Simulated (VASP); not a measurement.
# SnSe in VASP: further runs

Aim: see how the results for SnSe move with the level of theory and the settings. Levels: PBE, r2SCAN, HSE06. Tasks: single point.

Everything below comes from runs of VASP 6.6.1. Logs are shortened: lines on timing, memory, paths and dates and some standing lists are left out, and cuts for length are marked.

**1. The cell of the first run**

The structure is cubic, space group F-43m (No. 216). Conventional cell: a = 6.783 Å, b = 6.783 Å, c = 6.783 Å, α = 90.00°, β = 90.00°, γ = 90.00°. Sn (site symmetry -43m) has 4 Se at 2.94 Å within 3.9 Å. Se (site symmetry -43m) has 4 Sn at 2.94 Å within 3.9 Å.

**2. Single point, PBE (strain +0.8%)**

INCAR

```
ALGO = Normal
EDIFF = 1E-7
ENCUT = 520
GGA = PE
ISIF = 2
ISMEAR = -1
LASPH = T
LCHARG = F
LREAL = F
LWAVE = F
NBANDS = 17
NELM = 100
PREC = Accurate
SIGMA = 0.02
```

KPOINTS

```
k-points
0
Gamma
  6 6 6
```

POSCAR

```
SnSe
1.0
    0.0000000000      3.3915689676      3.3915689676
    3.3915689676      0.0000000000      3.3915689676
    3.3915689676      3.3915689676      0.0000000000
Sn Se
1 1
Direct
    0.0000000000      0.0000000000      0.0000000000
    0.2500000000      0.2500000000      0.2500000000
```

Potentials or basis: VASP PAW PBE potentials, release 64 (Sn_d, Se).

Command:

```sh
$ cat potpaw_PBE.64/Sn_d/POTCAR potpaw_PBE.64/Se/POTCAR > POTCAR
$ mpirun -np 1 vasp_std > vasp.out
```

OUTCAR:

```text
EDIFF = 1E-7
   ENCUT = 520
   GGA = PE
   ISIF = 2
   ISMEAR = -1
   LASPH = T
   LREAL = F
   NELM = 100
   PREC = Accurate

 ion  position               nearest neighbor table
   1  0.000  0.000  0.000-   2 2.94   2 2.94   2 2.94   2 2.94
   2  0.250  0.250  0.250-   1 2.94   1 2.94   1 2.94   1 2.94

  LATTYP: Found a face centered cubic cell.
 ALAT       =     6.7831379352

  Lattice vectors:

 A1 = (   0.0000000000,   3.3915689676,   3.3915689676)
 A2 = (   3.3915689676,   0.0000000000,   3.3915689676)
 A3 = (   3.3915689676,   3.3915689676,   0.0000000000)

Analysis of symmetry for initial positions (statically):
=====================================================================
 Subroutine PRICEL returns:
 Original cell was already a primitive cell.

 Routine SETGRP: Setting up the symmetry group for a
 face centered cubic supercell.

 Subroutine GETGRP returns: Found 24 space group operations
 (whereof 24 operations were pure point group operations)
 out of a pool of 48 trial point group operations.

The static configuration has the point symmetry T_d .

Analysis of symmetry for dynamics (positions and initial velocities):
=====================================================================
 Subroutine PRICEL returns:
 Original cell was already a primitive cell.

 Routine SETGRP: Setting up the symmetry group for a
 face centered cubic supercell.

 Subroutine GETGRP returns: Found 24 space group operations
 (whereof 24 operations were pure point group operations)
 out of a pool of 48 trial point group operations.

The dynamic configuration has the point symmetry T_d .

 Subroutine INISYM returns: Found 24 space group operations
 (whereof 24 operations are pure point group operations),
 and found     1 'primitive' translations

----------------------------------------------------------------------------------------

                                     Primitive cell

  volume of cell :      78.0247

  direct lattice vectors                    reciprocal lattice vectors
     0.000000000  3.391568968  3.391568968    -0.147424394  0.147424394  0.147424394
     3.391568968  0.000000000  3.391568968     0.147424394 -0.147424394  0.147424394
     3.391568968  3.391568968  0.000000000     0.147424394  0.147424394 -0.147424394

  length of vectors
     4.796402832  4.796402832  4.796402832     0.255346541  0.255346541  0.255346541

  position of ions in fractional coordinates (direct lattice)
     0.000000000  0.000000000  0.000000000
     0.250000000  0.250000000  0.250000000

  ion indices of the primitive-cell ions
   primitive index   ion index
                 1           1
                 2           2

----------------------------------------------------------------------------------------

 KPOINTS: k-points

Automatic generation of k-mesh.
 Grid dimensions read from file:
 generate k-points for:    6    6    6

 Generating k-lattice:

  Cartesian coordinates                     Fractional coordinates (reciprocal lattice)
    -0.024570732  0.024570732  0.024570732     0.166666667  0.000000000  0.000000000
     0.024570732 -0.024570732  0.024570732     0.000000000  0.166666667  0.000000000
     0.024570732  0.024570732 -0.024570732     0.000000000  0.000000000  0.166666667

  Length of vectors
     0.042557757  0.042557757  0.042557757

  Shift w.r.t. Gamma in fractional coordinates (k-lattice)
     0.000000000  0.000000000  0.000000000

 Subroutine IBZKPT returns following result:
 ===========================================

 Found     16 irreducible k-points:

 Following reciprocal coordinates:
            Coordinates               Weight
  0.000000  0.000000  0.000000      1.000000
  0.166667  0.000000  0.000000      8.000000
  0.333333  0.000000  0.000000      8.000000
  0.500000  0.000000  0.000000      4.000000
  0.166667  0.166667  0.000000      6.000000
  0.333333  0.166667  0.000000     24.000000
[... 8 lines left out ...]
 -0.333333  0.333333  0.166667     24.000000
 -0.333333  0.500000  0.166667     12.000000
   k-points           NKPTS =     16   k-points in BZ     NKDIM =     16   number of bands    NBANDS=     17
   number of dos      NEDOS =    301   number of ions     NIONS =      2
   total plane-waves  NPLWV =  46656
   dimension x,y,z NGX =    36 NGY =   36 NGZ =   36
   dimension x,y,z NGXF=    72 NGYF=   72 NGZF=   72
   ions per type =               1   1
   NGX,Y,Z   is equivalent  to a cutoff of  12.48, 12.48, 12.48 a.u.
   NGXF,Y,Z  is equivalent  to a cutoff of  24.96, 24.96, 24.96 a.u.
 SYSTEM =  unknown system
   PREC   = accura    normal or accurate (medium, high low for compatibility)
   ISTART =      0    job   : 0-new  1-cont  2-samecut
   ICHARG =      2    charge: 1-file 2-atom 10-const
   ISPIN  =      1    spin polarized calculation?
   LNONCOLLINEAR =      F non collinear calculations
   LSORBIT =      F    spin-orbit coupling
   LASPH  =      T    aspherical Exc in radial PAW
   ENCUT  =  520.0 eV  38.22 Ry    6.18 a.u.   8.92  8.92  8.92*2*pi/ulx,y,z
   NELM   =    100;   NELMIN=  2; NELMDL= -5     # of ELM steps
   EDIFF  = 0.1E-06   stopping-criterion for ELM
   LREAL  =      F    real-space projection
   EDIFFG = 0.1E-05   stopping-criterion for IOM
   NSW    =      0    number of steps for IOM
   IBRION =     -1    ionic relax: 0-MD 1-quasi-New 2-CG
   NFREE  =      0    steps in history (QN), initial steepest desc. (CG)
   ISIF   =      2    stress and relaxation
   ISYM   =      2    0-nonsym 1-usesym 2-fastsym
   POTIM  = 0.5000    time-step for ionic-motion
   TEBEG  =    0.0;   TEEND  =   0.0 temperature during run
   PSTRESS=    0.0 pullay stress
   NELECT =      20.0000    total number of electrons
   NUPDOWN=      -1.0000    fix difference up-down
   EMIN   =  10.00;   EMAX   =-10.00  energy-range for DOS
   EFERMI =   0.00;   METHOD = LEGACY
   ISMEAR =    -1;   SIGMA  =   0.02  broadening in eV -4-tet -1-fermi 0-gaus
   EFERMI_NEDOS =   21; number of points for ismear=-14 and -15
   IALGO  =     38    algorithm
   IMIX   =      4    mixing-type and parameters
     AMIX     =   0.40;   BMIX     =  1.00
     AMIX_MAG =   1.60;   BMIX_MAG =  1.00
  volume/ion in A,a.u.               =      39.01       263.27
  Fermi-wavevector in a.u.,A,eV,Ry     =   1.039938  1.965198 14.714311  1.081471
  Thomas-Fermi vector in A             =   2.174491
   LORBIT       =      0    0 simple, 1 ext, 2 COOP (PROOUT), +10 PAW based schemes
   GGA     = PE    functional components
   LHFCALC =     F    Hartree Fock is set to
   AEXX    =    0.0000 exact exchange contribution
   IVDW    =     0    specifies the selected vdW correction
   LEPSILON=     F    determine dielectric tensor
   LRPA    =     F    only Hartree local field effects (RPA)
 non-spin polarized calculation
  energy-cutoff  :      520.00
  volume of cell :       78.02
 maximum number of plane-waves:      2126
   NGX = 17   NGY = 17   NGZ = 17

 number of electron      20.0000004 magnetization

 Free energy of the ion-electron system (eV)
  ---------------------------------------------------
  ext. energy  EPLUGINS =         0.00000000
  ---------------------------------------------------
  free energy    TOTEN  =        -7.75484353 eV

  energy without entropy =       -7.75478319  energy(sigma->0) =       -7.75481336

 E-fermi :   2.7641     XC(G=0):  -7.7314

 val. band max:        2.6408493788   @ k =  -0.3333   0.5000   0.1667
 cond. band min:       2.8595931199   @ k =   0.5000   0.5000   0.0000
 fundamental gap:      0.2187437410
 Fermi energy:         2.7641457617

 k-point     1 :       0.0000    0.0000    0.0000
  band No.  band energies     occupation
      1     -18.9803      2.00000
      2     -18.9803      2.00000
      3     -18.9803      2.00000
      4     -18.9696      2.00000
      5     -18.9696      2.00000
      6     -10.3421      2.00000
[... 9 lines left out ...]
     16      10.2286      0.00000
     17      11.3878      0.00000

 k-point     2 :       0.1667    0.0000    0.0000
  band No.  band energies     occupation
      1     -18.9810      2.00000
      2     -18.9796      2.00000
      3     -18.9796      2.00000
      4     -18.9695      2.00000
      5     -18.9695      2.00000
      6     -10.2447      2.00000
[... 9 lines left out ...]
     16       9.6110      0.00000
     17      10.8247      0.00000

 k-point     3 :       0.3333    0.0000    0.0000
  band No.  band energies     occupation
      1     -18.9825      2.00000
      2     -18.9784      2.00000
      3     -18.9784      2.00000
      4     -18.9691      2.00000
      5     -18.9691      2.00000
      6     -10.0291      2.00000
[... 9 lines left out ...]
     16       9.7456      0.00000
     17      11.1389      0.00000

 k-point     4 :       0.5000    0.0000    0.0000
  band No.  band energies     occupation
      1     -18.9833      2.00000
      2     -18.9779      2.00000
      3     -18.9779      2.00000
      4     -18.9689      2.00000
      5     -18.9689      2.00000
      6      -9.9083      2.00000
[... 9 lines left out ...]
     16      10.6102      0.00000
     17      10.6102      0.00000

 k-point     5 :       0.1667    0.1667    0.0000
  band No.  band energies     occupation
      1     -18.9822      2.00000
      2     -18.9789      2.00000
      3     -18.9789      2.00000
      4     -18.9699      2.00000
      5     -18.9691      2.00000
      6     -10.2117      2.00000
[... 9 lines left out ...]
     16      10.5325      0.00000
     17      12.0447      0.00000

 k-point     6 :       0.3333    0.1667    0.0000
  band No.  band energies     occupation
      1     -18.9835      2.00000
      2     -18.9778      2.00000
      3     -18.9776      2.00000
      4     -18.9700      2.00000
      5     -18.9687      2.00000
      6     -10.0327      2.00000
[... 9 lines left out ...]
     16      10.6262      0.00000
     17      11.8464      0.00000

 k-point     7 :       0.5000    0.1667    0.0000
  band No.  band energies     occupation
      1     -18.9839      2.00000
      2     -18.9775      2.00000
      3     -18.9770      2.00000
      4     -18.9695      2.00000
      5     -18.9686      2.00000
      6      -9.8718      2.00000
[... 9 lines left out ...]
     16      10.7566      0.00000
     17      11.0657      0.00000

 k-point     8 :      -0.3333    0.1667    0.0000
  band No.  band energies     occupation
      1     -18.9833      2.00000
      2     -18.9777      2.00000
      3     -18.9775      2.00000
      4     -18.9692      2.00000
      5     -18.9690      2.00000
      6      -9.9130      2.00000
[... 9 lines left out ...]
     16      10.2443      0.00000
     17      11.3902      0.00000

 k-point     9 :      -0.1667    0.1667    0.0000
  band No.  band energies     occupation
      1     -18.9822      2.00000
      2     -18.9788      2.00000
      3     -18.9784      2.00000
      4     -18.9697      2.00000
      5     -18.9691      2.00000
      6     -10.1057      2.00000
[... 9 lines left out ...]
     16       9.7076      0.00000
     17      11.9058      0.00000

 k-point    10 :       0.3333    0.3333    0.0000
  band No.  band energies     occupation
      1     -18.9858      2.00000
      2     -18.9760      2.00000
      3     -18.9760      2.00000
      4     -18.9707      2.00000
      5     -18.9681      2.00000
      6      -9.9195      2.00000
[... 9 lines left out ...]
     16      11.4131      0.00000
     17      13.3679      0.00000

 k-point    11 :       0.5000    0.3333    0.0000
  band No.  band energies     occupation
      1     -18.9863      2.00000
      2     -18.9757      2.00000
      3     -18.9753      2.00000
      4     -18.9707      2.00000
      5     -18.9680      2.00000
      6      -9.7940      2.00000
[... 9 lines left out ...]
     16      11.2962      0.00000
     17      12.6777      0.00000

 k-point    12 :      -0.3333    0.3333    0.0000
  band No.  band energies     occupation
      1     -18.9848      2.00000
      2     -18.9767      2.00000
      3     -18.9760      2.00000
      4     -18.9699      2.00000
      5     -18.9687      2.00000
      6      -9.7912      2.00000
[... 9 lines left out ...]
     16      10.8737      0.00000
     17      12.8910      0.00000

 k-point    13 :       0.5000    0.5000    0.0000
  band No.  band energies     occupation
      1     -18.9877      2.00000
      2     -18.9746      2.00000
      3     -18.9746      2.00000
      4     -18.9712      2.00000
      5     -18.9676      2.00000
      6      -9.7524      2.00000
[... 9 lines left out ...]
     16      12.1539      0.00000
     17      12.1539      0.00000

 k-point    14 :       0.5000    0.3333    0.1667
  band No.  band energies     occupation
      1     -18.9846      2.00000
      2     -18.9772      2.00000
      3     -18.9762      2.00000
      4     -18.9701      2.00000
      5     -18.9685      2.00000
      6      -9.8759      2.00000
[... 9 lines left out ...]
     16      11.0587      0.00000
     17      12.2765      0.00000

 k-point    15 :      -0.3333    0.3333    0.1667
  band No.  band energies     occupation
      1     -18.9846      2.00000
      2     -18.9773      2.00000
      3     -18.9755      2.00000
      4     -18.9699      2.00000
      5     -18.9687      2.00000
      6      -9.7912      2.00000
[... 9 lines left out ...]
     16      10.8244      0.00000
     17      12.1392      0.00000

 k-point    16 :      -0.3333    0.5000    0.1667
  band No.  band energies     occupation
      1     -18.9859      2.00000
      2     -18.9764      2.00000
      3     -18.9747      2.00000
      4     -18.9705      2.00000
      5     -18.9682      2.00000
      6      -9.7503      2.00000
[... 9 lines left out ...]
     16      11.6136      0.00000
     17      11.7395      0.00000

------------------------ aborting loop because EDIFF is reached ----------------------------------------

  FORCE on cell =-STRESS in cart. coord.  units (eV):
  Direction    XX          YY          ZZ          XY          YZ          ZX
  --------------------------------------------------------------------------------------
  -------------------------------------------------------------------------------------
  Total       -0.0190394     -0.0190394     -0.0190394      0.0000000      0.0000000     -0.0000000
  in kB       -0.3909595     -0.3909595     -0.3909595      0.0000000      0.0000000     -0.0000000
  external PRESSURE =      -0.3909595 kB  Pullay stress =       0.0000000 kB

 VOLUME and BASIS-vectors are now :
 -----------------------------------------------------------------------------
  energy-cutoff  :      520.00
  volume of cell :       78.02
      direct lattice vectors                 reciprocal lattice vectors
     0.000000000  3.391568968  3.391568968    -0.147424394  0.147424394  0.147424394
     3.391568968  0.000000000  3.391568968     0.147424394 -0.147424394  0.147424394
     3.391568968  3.391568968  0.000000000     0.147424394  0.147424394 -0.147424394

 POSITION                                       TOTAL-FORCE (eV/Angst)
 -----------------------------------------------------------------------------------
      0.00000      0.00000      0.00000        -0.000000     -0.000000     -0.000000
      1.69578      1.69578      1.69578         0.000000      0.000000      0.000000
 -----------------------------------------------------------------------------------
    total drift:                               -0.000000     -0.000000     -0.000000

  FREE ENERGIE OF THE ION-ELECTRON SYSTEM (eV)
  ---------------------------------------------------
  free  energy   TOTEN  =        -7.7548435312 eV

  energy  without entropy=       -7.7547831910  energy(sigma->0) =       -7.75481336
```

It took 21 s on 1 thread of AMD EPYC 7R13 (Zen 3), shared host; peak memory 0.17 GiB.

What came out:

```yaml
Free_energy: -7.7548 eV
Pressure: 0.0 GPa
Band_gap_on_the_k_mesh: 0.22 eV, indirect (least direct gap 0.69 eV)
```

Levels at points of the mesh, in eV from the valence-band top:
```
           k point  band 7  band 8  band 9  band 10  band 11  band 12  band 13  band 14
(0.00, 0.00, 0.00)   -5.22   -2.07   -2.07    -2.07     1.63     1.63     1.63     4.95
(0.50, 0.00, 0.00)   -6.96   -2.57   -2.57    -2.00     2.38     2.38     3.42     6.50
(0.50, 0.50, 0.00)   -7.22   -3.24   -3.24    -0.47     0.22     4.40     4.40     5.71
```

Caveat: the cell differs from its parent crystal (strain +0.8%); spin-orbit coupling is left out, which moves the levels of the heavy elements.

[end of part 1 of 2]
